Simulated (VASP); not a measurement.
Set up this calculation in VASP 6.6.1, as the native input.

```
Task                   : single point
Functional             : r2SCAN
Potentials or basis    : VASP PAW PBE potentials, release 64 (Ca_sv, Se)
Cutoff                 : 520 eV
k mesh                 : 8 × 8 × 8
Occupations            : gaussian, width 0.01 eV
Spin                   : no spin polarisation
Dipole correction      : no
Further INCAR settings : ALGO = Normal; EDIFF = 1e-06; NBANDS = 15
```

Crystal: CaSe.

```xyz
2
Lattice="3.6461 0.0597 0.0597 0.0597 3.6461 0.0597 0.0597 0.0597 3.6461" Properties=species:S:1:pos:R:3 pbc="T T T"
Ca    0.0000    0.0000    0.0000
Se    1.8827    1.8827    1.8827
```

This cell differs from its parent crystal: epitaxial 111 strain -1.3%.

The input as run:

POSCAR

```
CaSe
1.0
    3.6461027249      0.0596604557      0.0596604557
    0.0596604557      3.6461027249      0.0596604557
    0.0596604557      0.0596604557      3.6461027249
Ca Se
1 1
Direct
    0.0000000000      0.0000000000      0.0000000000
    0.5000000000      0.5000000000      0.5000000000
```

INCAR.step1

```
SYSTEM = CaSe
PREC     = Accurate       ! precision mode
ENCUT    = 520            ! plane-wave cutoff, eV
ISMEAR   = 0              ! smearing method
SIGMA    = 0.01           ! smearing width, eV
LREAL    = .FALSE.        ! projectors in reciprocal space
LASPH    = .TRUE.         ! aspherical terms in the spheres
NELM     = 80             ! most SCF steps
NBANDS   = 15             ! bands
GGA      = PE             ! functional
ALGO     = Normal         ! electronic algorithm
EDIFF    = 1E-4           ! SCF threshold, eV
LWAVE    = .TRUE.         ! write WAVECAR
LCHARG   = .FALSE.        ! write CHGCAR
```

INCAR.step2

```
SYSTEM = CaSe
PREC     = Accurate       ! precision mode
ENCUT    = 520            ! plane-wave cutoff, eV
EDIFF    = 1E-6           ! SCF threshold, eV
ISMEAR   = 0              ! smearing method
SIGMA    = 0.01           ! smearing width, eV
LREAL    = .FALSE.        ! projectors in reciprocal space
LASPH    = .TRUE.         ! aspherical terms in the spheres
NELM     = 80             ! most SCF steps
ALGO     = Normal         ! electronic algorithm
ISIF     = 2              ! what is computed and relaxed
LWAVE    = .FALSE.        ! write WAVECAR
LCHARG   = .TRUE.         ! write CHGCAR
METAGGA  = R2SCAN         ! meta-GGA
LMIXTAU  = .TRUE.       
LELF     = .TRUE.         ! ELF
LVHAR    = .TRUE.       
NBANDS   = 15             ! bands
ISTART   = 1
```

KPOINTS

```
regular mesh
0
G
  8 8 8
  0 0 0
```

Potentials or basis: VASP PAW PBE potentials, release 64 (Ca_sv, Se).

The run is started by

```bash
$ cat potpaw_PBE.64/Ca_sv/POTCAR potpaw_PBE.64/Se/POTCAR > POTCAR
$ cp INCAR.step1 INCAR
$ mpirun -np 1 vasp_std > vasp.out
$ cp INCAR.step2 INCAR
$ mpirun -np 1 vasp_std > vasp.out
```

It gave:

```yaml
Pressure: -0.2 GPa
Band_gap_on_the_k_mesh: 1.28 eV, direct
```

Caveat: the cell differs from its parent crystal (epitaxial 111 strain -1.3%); the PAW data sets were made with another functional, which shifts forces and pressure a little.

Wall time 2.1 min on 1 thread of Intel(R) Xeon(R) Platinum 8259CL CPU @ 2.50GHz (Skylake/Cascade Lake), on a shared host, peak memory 0.19 GiB.
